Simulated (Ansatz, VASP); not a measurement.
**One calculation of Br, two programs**

```
Br
1.0
     7.13858    0.00000    0.00000
    -3.56929    6.18219    0.00000
     0.00000    0.00000    5.13346
Br
6
Direct
  0.99878 0.68873 0.74999
  0.31127 0.31005 0.74999
  0.31005 0.31127 0.25001
  0.68995 0.00122 0.74999
  0.68873 0.99878 0.25001
  0.00122 0.68995 0.25001
```

Alike in both runs: functional PBE; k mesh 3 × 3 × 4; occupations gaussian, width 0.1 eV; no spin polarisation.

Ansatz relaxed the structure, and its values are those at the end. VASP's run is a single point on that final structure, the one shown.

```csv
,VASP,Ansatz
version,VASP 6.6.1,Ansatz 0.2.0
potentials or method,"VASP PAW PBE potentials, release 64 (Br), cutoff 520 eV","scalar-relativistic, plane waves, PAW"
valence electrons in the cell,42,42
```

|  | VASP | Ansatz | Ansatz less VASP |
| --- | --- | --- | --- |
| gap on the k mesh at the Fermi level (eV) | none | none | - |
| pressure (GPa) | 0.1 | 0.1 | 0.00 |
| rms of the force components (eV/Å) | 0.005 | 0.005 | 0.0000 |

A gap of «none» marks a metal or a gap that the smearing closes.
